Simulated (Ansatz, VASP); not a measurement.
Hf in VASP and in Ansatz

Contents of INCAR:

```
SYSTEM = Hf
PREC = Accurate
ENCUT = 520
EDIFF = 1E-7
ISMEAR = -1
SIGMA = 0.01
LREAL = .False.
LASPH = .True.
NELM = 150
ALGO = Normal
ISIF = 2
LWAVE = .False.
LCHARG = .False.
ISPIN = 2
MAGMOM = 2
LORBIT = 11
LMAXMIX = 4
GGA = CA
ISYM = 0
NBANDS = 15
```

File KPOINTS:

```
regular mesh
0
Gamma
  1 1 1
  0 0 0
```

POSCAR

```
Hf
1.0
   14.0000000000      0.0000000000      0.0000000000
    0.0000000000     14.4000000000      0.0000000000
    0.0000000000      0.0000000000     14.8000000000
Hf
1
Direct
    0.5000000000      0.5000000000      0.5000000000
```

Input for Ansatz:

```yaml
crystal:
  lattice:
    - [14.0, 0.0, 0.0]
    - [0.0, 14.4, 0.0]
    - [0.0, 0.0, 14.8]
  atoms:
    - { symbol: Hf, position: [0.5, 0.5, 0.5], spin: 2.0 }
  symmetry: { detect: false, time_reversal: true }
hamiltonian:
  xc: lda
  pseudopotentials:
    kind: paw
    azcp:
      Hf: "pseudopotentials/Hf.paw.azcp"
basis:
  ecutwfc: 420
  fft_grid_basis: typed
kpoints:
  mp_grid: { grid: [1, 1, 1], shift: [0, 0, 0] }
magnetization:
  spin_polarized: true
scf:
  occupations: { method: fermi_dirac, width: 0.01 }
```

Alike in both runs: task single point; functional LDA; k mesh 1 × 1 × 1; occupations fermi-dirac, width 0.01 eV; collinear spin.

|  | VASP | Ansatz |
| --- | --- | --- |
| version | VASP 6.6.1 | Ansatz 0.2.0 |
| potentials or method | VASP PAW LDA potentials, release 64 (Hf_pv), cutoff 520 eV | plane waves (420 eV) with PAW, scalar-relativistic |
| valence electrons in the cell | 10 | 26 |

|  | VASP | Ansatz | Ansatz less VASP |
| --- | --- | --- | --- |
| net moment per atom (μB) | 2.00 | 2.00 | 0.000 |
| size of the moment on the site where the two differ most (μB) | 1.36 | 2.00 | +0.643 |

Ansatz warns that its potentials were made for another functional, while VASP's fit it. LDA's correlation is that of Perdew and Zunger in VASP and of Perdew and Wang (1992) in Ansatz. Site moments also hang on the region over which each program counts them. VASP's potentials hold 10 valence electrons a cell and Ansatz's 26, so a difference there can come from the potentials and not from the codes. Ansatz's warnings: stability check not made.

Neither program's run includes spin-orbit coupling.
